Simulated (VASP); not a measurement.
KBr: single point with PBEsol

Crystal: KBr.

```
K Br
1.0
     0.00000    3.27568    3.27568
     3.27568    0.00000    3.27568
     3.27568    3.27568    0.00000
K Br
1 1
Direct
  0.00000 0.00000 0.00000
  0.50000 0.50000 0.50000
```

```json
{
  "Program": "VASP 6.6.1",
  "Task": "single point",
  "Functional": "PBEsol",
  "Potentials or basis": "VASP PAW PBE potentials, release 64 (K_sv, Br)",
  "Cutoff": "520 eV",
  "k mesh": "6 × 6 × 6",
  "Occupations": "fermi-dirac, width 0.02 eV",
  "Spin": "no spin polarisation"
}
```

```yaml
Pressure: 0.0 GPa
Band_gap_on_the_k_mesh: 4.33 eV
```

Levels at points of the mesh, in eV from the valence-band top:
```csv
k point,band 4,band 5,band 6,band 7,band 8,band 9,band 10,band 11,band 12,band 13
"(0.00, 0.00, 0.00)",-11.11,-11.11,0.00,0.00,0.00,4.33,7.53,7.53,7.53,8.38
"(0.50, 0.00, 0.00)",-11.12,-10.87,-1.25,-0.36,-0.36,6.48,8.21,9.78,9.78,10.05
"(0.50, 0.50, 0.00)",-11.15,-11.15,-0.86,-0.30,-0.30,5.72,7.17,9.37,9.47,9.71
```

Run time: 31 s on 1 thread of Intel Xeon 8259CL, with other jobs on the host, peak memory 0.2 GiB.

Caveat: the PAW data sets were made with another functional, which shifts forces and pressure a little.
